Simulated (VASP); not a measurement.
W: relaxation of cell and atoms with PBE

W:

```
CELL_PARAMETERS angstrom
0.00000 1.68548 1.68548
1.68548 0.00000 1.68548
1.68548 1.68548 0.00000
ATOMIC_POSITIONS crystal
W 0.00000 0.00000 0.00000
```

```json
{
 "Program": "VASP 6.6.1",
 "Task": "relaxation of cell and atoms",
 "Functional": "PBE",
 "Potentials or basis": "VASP PAW PBE potentials, release 64 (W_sv)",
 "Cutoff": "600 eV",
 "k mesh": "20 × 20 × 20",
 "Occupations": "fermi-dirac, width 0.05 eV",
 "Spin": "no spin polarisation",
 "Target pressure": "430 GPa",
 "Dipole correction": "no",
 "Further INCAR settings": "ALGO = Normal; EDIFF = 1e-07; IBRION = 2; EDIFFG = -0.005; NSW = 60; ISIF = 3"
}
```

| Item | Value |
| --- | --- |
| Relaxed volume | 9.68 Å³/atom |
| Relaxed cell | a = 2.392 Å, b = 2.392 Å, c = 2.392 Å, α = 60.00°, β = 60.00°, γ = 60.00° |
| Space group after relaxing (to 0.05 Å) | Fm-3m (No. 225) |
| Energy change on relaxing (the enthalpy is what falls) | -271.1 meV/atom |
| Ionic steps | 4 |
| Pressure after relaxing | 430.0 GPa |
| Band gap on the k mesh | zero (band 7 reaches 28.39 eV, above the bottom of band 8 at 17.55 eV) |

The path:
```
step  energy change (eV)  largest force (eV/Å)  pressure (GPa)  volume (Å³)
   1              0.0000                0.0000          447.09         9.58
   2             -3.1327                0.0000          247.04        11.06
   3             -0.2909                0.0000          428.74         9.68
   4             -0.2711                0.0000          429.98         9.68
```

Final structure:
```cif
data_structure
_symmetry_space_group_name_H-M 'P 1'
_symmetry_Int_Tables_number 1
_cell_length_a 2.3918
_cell_length_b 2.3918
_cell_length_c 2.3918
_cell_angle_alpha 60.000
_cell_angle_beta 60.000
_cell_angle_gamma 60.000
_cell_volume 9.68
loop_
_atom_site_label
_atom_site_type_symbol
_atom_site_fract_x
_atom_site_fract_y
_atom_site_fract_z
_atom_site_occupancy
W1 W 0.00000 0.00000 0.00000 1
```

Levels at points of the mesh, in eV from the Fermi level:
| k point | band 4 | band 5 | band 6 | band 7 | band 8 | band 9 | band 10 | band 11 |
| --- | --- | --- | --- | --- | --- | --- | --- | --- |
| (0.00, 0.00, 0.00) | -35.59 | -11.09 | -2.08 | -2.08 | -2.08 | 4.27 | 4.27 | 12.68 |
| (0.50, 0.00, 0.00) | -36.29 | -9.33 | -2.67 | -2.67 | 4.07 | 9.49 | 9.49 | 13.05 |
| (0.50, 0.50, 0.00) | -37.58 | -10.79 | -9.50 | 8.75 | 9.55 | 11.18 | 11.18 | 17.62 |

It took 39 s on 1 thread of Intel(R) Xeon(R) 6975P-C (Granite Rapids), on a shared host, peak memory 0.17 GiB.

Caveat: the cell is relaxed towards a set pressure, so the enthalpy falls and the energy may rise; spin-orbit coupling is left out, which moves the levels of the heavy elements.
